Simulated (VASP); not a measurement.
Runs of VASP 6.6.1 on BN. The structure is that of space group P6_3mc (No. 186), or close to it. The cells are those of the table. 

```tsv
task	level	cell	cutoff (eV)	gap on the mesh (eV)	pressure (GPa)	relaxed volume (Å³/atom)
single point	PBE	a = 2.558, b = 2.558, c = 8.409 Å, angles 90.0, 90.0, 120.0°, 8 atoms	520	5.49	(a)	-
single point	PBE	a = 2.548, b = 2.548, c = 8.375 Å, angles 90.0, 90.0, 120.0°, 8 atoms	520	5.52	5.0	-
relaxation of cell and atoms	PBE	relaxed from a = 2.384, b = 2.384, c = 7.787 Å, angles 90.0, 90.0, 120.0°, 8 atoms	600	5.49	0.0	5.96
relaxation of cell and atoms	r2SCAN	relaxed from a = 2.558, b = 2.558, c = 8.409 Å, angles 90.0, 90.0, 120.0°, 8 atoms	600	6.05	0.0	(b)
single point	r2SCAN	a = 2.548, b = 2.548, c = 8.375 Å, angles 90.0, 90.0, 120.0°, 8 atoms	520	(c)	1.1	-
```

Alike in all rows: potentials or basis VASP PAW PBE potentials, release 64 (B, N); no spin polarisation; k mesh 12 × 12 × 4; smearing fermi-dirac 0.02 eV.

Task: Fill in the values left out.

Result: (a) 0.3; (b) 5.90; (c) 6.06.

Caveats: the PAW data sets were made with another functional, which shifts forces and pressure a little (some runs); the volume moved by over 15 % at a fixed basis, so the end points are rough (some runs).

A k mesh can miss the band edges.
